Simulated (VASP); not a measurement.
# MgO2 (R-3m) in VASP: a series of runs, part 2 of 2

VASP 6.6.1. The steps go on from the part before.

## 4. Single point, PBEsol (strain -0.080 along x and y, +0.040 along z)

The input, INCAR:

```
ALGO = Normal ; EDIFF = 1E-7
ENCUT = 520 ; GGA = PS
ISIF = 2 ; ISMEAR = 0
LASPH = True ; LCHARG = False
LREAL = False ; LWAVE = False
NBANDS = 14 ; NELM = 60
PREC = Accurate ; SIGMA = 0.05
```

The input, KPOINTS:

```
k-points
0
Gamma
  12 12 12
```

The input, POSCAR:

```
MgO2
1.0
    1.4763801347      0.8523884682      3.6337380299
   -1.4763801347      0.8523884682      3.6337380299
    0.0000000000     -1.7047769364      3.6337380299
Mg O
1 2
Direct
    0.0000000000      0.0000000000      0.0000000000
    0.4287860000      0.4287860000      0.4287860000
    0.5712140000      0.5712140000      0.5712140000
```

Potentials or basis: VASP PAW PBE potentials, release 64 (Mg, O).

On the command line:

```
$ cat potpaw_PBE.64/Mg/POTCAR potpaw_PBE.64/O/POTCAR > POTCAR
$ mpirun -np 1 vasp_std > vasp.out
```

OUTCAR:

```text
EDIFF = 1E-7
   ENCUT = 520
   GGA = PS
   ISIF = 2
   ISMEAR = 0
   LASPH = True
   LREAL = False
   NELM = 60
   PREC = Accurate

 ion  position               nearest neighbor table
   1  0.000  0.000  0.000-   3 2.00   3 2.00   2 2.00   2 2.00   3 2.00   2 2.00
   2  0.429  0.429  0.429-   3 1.55   1 2.00   1 2.00   1 2.00
   3  0.571  0.571  0.571-   2 1.55   1 2.00   1 2.00   1 2.00

  LATTYP: Found a trigonal (rhomboedric) cell.
 ALAT       =     4.0137658717
 COS(alpha) =     0.7294034160

  Lattice vectors:

 A1 = (   1.4763801347,   0.8523884682,   3.6337380299)
 A2 = (  -1.4763801347,   0.8523884682,   3.6337380299)
 A3 = (   0.0000000000,  -1.7047769364,   3.6337380299)

Analysis of symmetry for initial positions (statically):
=====================================================================
 Subroutine PRICEL returns:
 Original cell was already a primitive cell.

 Routine SETGRP: Setting up the symmetry group for a
 trigonal (rhombohedral) supercell.

 Subroutine GETGRP returns: Found 12 space group operations
 (whereof 12 operations were pure point group operations)
 out of a pool of 12 trial point group operations.

The static configuration has the point symmetry D_3d.

Analysis of symmetry for dynamics (positions and initial velocities):
=====================================================================
 Subroutine PRICEL returns:
 Original cell was already a primitive cell.

 Routine SETGRP: Setting up the symmetry group for a
 trigonal (rhombohedral) supercell.

 Subroutine GETGRP returns: Found 12 space group operations
 (whereof 12 operations were pure point group operations)
 out of a pool of 12 trial point group operations.

The dynamic configuration has the point symmetry D_3d.

 Subroutine INISYM returns: Found 12 space group operations
 (whereof 12 operations are pure point group operations),
 and found     1 'primitive' translations

----------------------------------------------------------------------------------------

                                     Primitive cell

  volume of cell :      27.4373

  direct lattice vectors                    reciprocal lattice vectors
     1.476380135  0.852388468  3.633738030     0.338666166  0.195529002  0.091732902
    -1.476380135  0.852388468  3.633738030    -0.338666166  0.195529002  0.091732902
     0.000000000 -1.704776936  3.633738030     0.000000000 -0.391058004  0.091732902

  length of vectors
     4.013765872  4.013765872  4.013765872     0.401673111  0.401673111  0.401673111

  position of ions in fractional coordinates (direct lattice)
     0.000000000  0.000000000  0.000000000
     0.428786000  0.428786000  0.428786000
     0.571214000  0.571214000  0.571214000

  ion indices of the primitive-cell ions
   primitive index   ion index
                 1           1
                 2           2
                 3           3

----------------------------------------------------------------------------------------

 KPOINTS: k-points

Automatic generation of k-mesh.
 Grid dimensions read from file:
 generate k-points for:   12   12   12

 Generating k-lattice:

[... 22 lines left out ...]
  0.333333 -0.000000  0.000000      6.000000
  0.416667  0.000000  0.000000      6.000000
[... 16 lines left out ...]
  0.500000  0.166667 -0.000000     12.000000
 -0.416667  0.166667  0.000000     12.000000
 [... further k-points ...]
   k-points           NKPTS =    189   k-points in BZ     NKDIM =    189   number of bands    NBANDS=     14
   number of dos      NEDOS =    301   number of ions     NIONS =      3
   total plane-waves  NPLWV =  27000
   dimension x,y,z NGX =    30 NGY =   30 NGZ =   30
   dimension x,y,z NGXF=    60 NGYF=   60 NGZF=   60
   ions per type =               1   2
   NGX,Y,Z   is equivalent  to a cutoff of  12.43, 12.43, 12.43 a.u.
   NGXF,Y,Z  is equivalent  to a cutoff of  24.85, 24.85, 24.85 a.u.
 SYSTEM =  unknown system
   PREC   = accura    normal or accurate (medium, high low for compatibility)
   ISTART =      0    job   : 0-new  1-cont  2-samecut
   ICHARG =      2    charge: 1-file 2-atom 10-const
   ISPIN  =      1    spin polarized calculation?
   LNONCOLLINEAR =      F non collinear calculations
   LSORBIT =      F    spin-orbit coupling
   LASPH  =      T    aspherical Exc in radial PAW
   ENCUT  =  520.0 eV  38.22 Ry    6.18 a.u.   7.46  7.46  7.46*2*pi/ulx,y,z
   NELM   =     60;   NELMIN=  2; NELMDL= -5     # of ELM steps
   EDIFF  = 0.1E-06   stopping-criterion for ELM
   LREAL  =      F    real-space projection
   EDIFFG = 0.1E-05   stopping-criterion for IOM
   NSW    =      0    number of steps for IOM
   IBRION =     -1    ionic relax: 0-MD 1-quasi-New 2-CG
   NFREE  =      0    steps in history (QN), initial steepest desc. (CG)
   ISIF   =      2    stress and relaxation
   ISYM   =      2    0-nonsym 1-usesym 2-fastsym
   POTIM  = 0.5000    time-step for ionic-motion
   TEBEG  =    0.0;   TEEND  =   0.0 temperature during run
   PSTRESS=    0.0 pullay stress
   NELECT =      14.0000    total number of electrons
   NUPDOWN=      -1.0000    fix difference up-down
   EMIN   =  10.00;   EMAX   =-10.00  energy-range for DOS
   EFERMI =   0.00;   METHOD = LEGACY
   ISMEAR =     0;   SIGMA  =   0.05  broadening in eV -4-tet -1-fermi 0-gaus
   EFERMI_NEDOS =   21; number of points for ismear=-14 and -15
   IALGO  =     38    algorithm
   IMIX   =      4    mixing-type and parameters
     AMIX     =   0.40;   BMIX     =  1.00
     AMIX_MAG =   1.60;   BMIX_MAG =  1.00
  volume/ion in A,a.u.               =       9.15        61.72
  Fermi-wavevector in a.u.,A,eV,Ry     =   1.308189  2.472120 23.284461  1.711360
  Thomas-Fermi vector in A             =   2.438873
   LORBIT       =      0    0 simple, 1 ext, 2 COOP (PROOUT), +10 PAW based schemes
   GGA     = PS    functional components
   LHFCALC =     F    Hartree Fock is set to
   AEXX    =    0.0000 exact exchange contribution
   IVDW    =     0    specifies the selected vdW correction
   LEPSILON=     F    determine dielectric tensor
   LRPA    =     F    only Hartree local field effects (RPA)
 non-spin polarized calculation
 Gauss-broadening in eV      SIGMA  =   0.05
  energy-cutoff  :      520.00
  volume of cell :       27.44
 maximum number of plane-waves:       761
 NGX is ok and might be reduce to    30
   NGX = 15   NGY = 15   NGZ = 15

 number of electron      14.0000001 magnetization

 Free energy of the ion-electron system (eV)
  ---------------------------------------------------
  ext. energy  EPLUGINS =         0.00000000
  ---------------------------------------------------
  free energy    TOTEN  =       -16.83741935 eV

  energy without entropy =      -16.83741935  energy(sigma->0) =      -16.83741935

 E-fermi :   3.4822     XC(G=0): -11.1436

 val. band max:        3.2444102631   @ k =   0.5000   0.5000   0.5000
 cond. band min:       4.2807425124   @ k =   0.5000   0.5000   0.5000
 fundamental gap:      1.0363322493
 Fermi energy:         3.4821624036

 k-point     1 :       0.0000    0.0000    0.0000
  band No.  band energies     occupation
      1     -17.8150      2.00000
      2     -11.9169      2.00000
      3      -4.8170      2.00000
      4       0.5646      2.00000
      5       0.5646      2.00000
      6       2.4580      2.00000
      7       2.4580      2.00000
      8       7.2114      0.00000
      9       9.4655      0.00000
     10      15.6365      0.00000
     11      16.9852      0.00000
     12      19.9530      0.00000
     13      19.9530      0.00000
     14      22.3894      0.00000
[... 377 lines left out ...]
      1     -16.8944      2.00000
      2     -12.0754      2.00000
      3      -3.5551      2.00000
      4      -2.5859      2.00000
      5      -0.5788      2.00000
      6       1.3862      2.00000
      7       1.6376      2.00000
      8       6.3584      0.00000
      9      14.0636      0.00000
     10      15.7497      0.00000
     11      17.0035      0.00000
     12      17.4976      0.00000
     13      18.4948      0.00000
     14      22.5993      0.00000

 [... further k-points ...]
[... 5 lines left out ...]
  --------------------------------------------------------------------------------------
  -------------------------------------------------------------------------------------
  Total        4.2188503      4.2188503     -3.8953254      0.0000000      0.0000000      0.0000000
  in kB      246.3565268    246.3565268   -227.4645375      0.0000000      0.0000000      0.0000000
  external PRESSURE =      88.4161721 kB  Pullay stress =       0.0000000 kB

 VOLUME and BASIS-vectors are now :
 -----------------------------------------------------------------------------
  energy-cutoff  :      520.00
  volume of cell :       27.44
      direct lattice vectors                 reciprocal lattice vectors
     1.476380135  0.852388468  3.633738030     0.338666166  0.195529002  0.091732902
    -1.476380135  0.852388468  3.633738030    -0.338666166  0.195529002  0.091732902
     0.000000000 -1.704776936  3.633738030     0.000000000 -0.391058004  0.091732902

 POSITION                                       TOTAL-FORCE (eV/Angst)
 -----------------------------------------------------------------------------------
      0.00000      0.00000      0.00000         0.000000      0.000000     -0.000000
      0.00000      0.00000      4.67429        -0.000000     -0.000000      2.099859
      0.00000      0.00000      6.22693        -0.000000      0.000000     -2.099859
 -----------------------------------------------------------------------------------
    total drift:                                0.000000     -0.000000      0.000000

  FREE ENERGIE OF THE ION-ELECTRON SYSTEM (eV)
  ---------------------------------------------------
  free  energy   TOTEN  =       -16.8374193515 eV

  energy  without entropy=      -16.8374193515  energy(sigma->0) =      -16.83741935
```

OSZICAR:

```text
N       E                     dE             d eps       ncg     rms          rms(c)
DAV:   1     0.423641676678E+02    0.42364E+02   -0.78212E+03  5900   0.928E+02
DAV:   2    -0.161670808107E+02   -0.58531E+02   -0.54953E+02  6876   0.197E+02
DAV:   3    -0.180297808200E+02   -0.18627E+01   -0.18578E+01  6300   0.323E+01
DAV:   4    -0.180365011613E+02   -0.67203E-02   -0.67202E-02  6342   0.223E+00
DAV:   5    -0.180365324028E+02   -0.31242E-04   -0.31241E-04  6336   0.142E-01    0.805E+00
DAV:   6    -0.169815122186E+02    0.10550E+01   -0.14051E+00  5388   0.104E+01    0.365E+00
DAV:   7    -0.168468718503E+02    0.13464E+00   -0.22900E-01  5922   0.413E+00    0.155E+00
DAV:   8    -0.168371203581E+02    0.97515E-02   -0.44105E-02  5532   0.195E+00    0.226E-01
DAV:   9    -0.168373572583E+02   -0.23690E-03   -0.74843E-03  5970   0.631E-01    0.862E-02
DAV:  10    -0.168373929284E+02   -0.35670E-04   -0.27481E-04  6144   0.165E-01    0.309E-02
DAV:  11    -0.168374176753E+02   -0.24747E-04   -0.39185E-05  5706   0.532E-02    0.823E-03
DAV:  12    -0.168374192233E+02   -0.15481E-05   -0.39094E-06  6330   0.159E-02    0.195E-03
DAV:  13    -0.168374193523E+02   -0.12896E-06   -0.17752E-07  5490   0.387E-03    0.595E-04
DAV:  14    -0.168374193515E+02    0.79604E-09   -0.21069E-08  3216   0.131E-03
   1 F= -.16837419E+02 E0= -.16837419E+02  d E =-.501414E-14
```

Run time: 43 s. Hardware: 1 thread of Intel Xeon 6975P-C (Granite Rapids), shared host; peak memory 0.22 GiB.

Results:

- Free energy: -16.8374 eV
- Pressure: 8.8 GPa
- Largest force: 2.100 eV/Å
- Band gap on the k mesh: 1.04 eV, direct

Forces on the atoms (eV/Å):
```
Mg   0.000  0.000  0.000
O    0.000  0.000  2.100
O    0.000  0.000 -2.100
```

Caveat: the cell differs from its parent crystal (strain -0.080 along x and y, +0.040 along z); the PAW data sets were made with another functional, which shifts forces and pressure a little. A k mesh can miss the band edges.

## 5. Single point, PBEsol (strain -0.040 along x and y, -0.040 along z)

The input, INCAR:

```
SYSTEM = MgO2
PREC = Accurate
ENCUT = 520
EDIFF = 1E-6
ISMEAR = 0
SIGMA = 0.05
LREAL = .False.
LASPH = .True.
NELM = 80
ALGO = Normal
ISIF = 2
LWAVE = .False.
LCHARG = .False.
GGA = PS
NBANDS = 14
```

The input, KPOINTS:

```
regular mesh
0
Gamma
  12 12 12
  0 0 0
```

The input, POSCAR:

```
MgO2
1.0
    1.5405705754      0.8894488364      3.3542197199
   -1.5405705754      0.8894488364      3.3542197199
    0.0000000000     -1.7788976728      3.3542197199
Mg O
1 2
Direct
    0.0000000000      0.0000000000      0.0000000000
    0.4287860000      0.4287860000      0.4287860000
    0.5712140000      0.5712140000      0.5712140000
```

On the command line:

```
$ cat potpaw_PBE.64/Mg/POTCAR potpaw_PBE.64/O/POTCAR > POTCAR
$ mpirun -np 1 vasp_std > vasp.out
```

Run time: 32 s. Hardware: 1 thread of Intel Xeon 6975P-C (Granite Rapids), shared host; peak memory 0.21 GiB.

It converged, with:

```
Free energy            : -17.1167 eV
Pressure               : 14.4 GPa
Largest force          : 0.572 eV/Å
Band gap on the k mesh : 3.00 eV, direct
```

Forces in eV/Å, atoms in the order of the input:
```
Mg   0.000  0.000  0.000
O    0.000  0.000 -0.572
O    0.000  0.000  0.572
```

Stress tensor (GPa, compression positive):
```
10.82  0.00  0.00
 0.00 10.82  0.00
 0.00  0.00 21.58
```

Levels at points of the mesh, in eV from the valence-band top:
```
           k point  band 4  band 5  band 6  band 7  band 8  band 9  band 10  band 11
(0.00, 0.00, 0.00)   -3.85   -3.85   -1.00   -1.00    4.90    5.42    13.06    14.87
(0.50, 0.00, 0.00)   -6.96   -4.28   -1.47   -1.30    4.74    8.88    11.11    13.26
(0.50, 0.50, 0.00)   -6.23   -5.00   -2.43   -0.20    4.16    7.77    11.62    13.58
(0.50, 0.50, 0.50)   -4.47   -4.47    0.00    0.00    3.00    4.86    10.54    14.80
```

Caveat: the cell differs from its parent crystal (strain -0.040 along x and y, -0.040 along z); the PAW data sets were made with another functional, which shifts forces and pressure a little. A k mesh can miss the band edges.

## 6. Overview

```csv
cell,gap on the mesh (eV),pressure (GPa),largest force (eV/Å)
"a = 3.888 Å, angles 44.6°, 3 atoms",1.86,18.4,1.47
"a = 3.674 Å, angles 49.6°, 3 atoms",3.53,27.8,2.53
"a = 4.014 Å, angles 43.2°, 3 atoms",1.04,8.8,2.10
"a = 3.797 Å, angles 47.9°, 3 atoms",3.00,14.4,0.57
```

Alike in all rows: task single point; level PBEsol; potentials or basis VASP PAW PBE potentials, release 64 (Mg, O); no spin polarisation; k mesh 12 × 12 × 12; cutoff (eV) 520; smearing gaussian 0.05 eV.

Caveats: the PAW data sets were made with another functional, which shifts forces and pressure a little.

Total energies depend on the potentials used, so only differences within one code and one set of settings carry meaning.
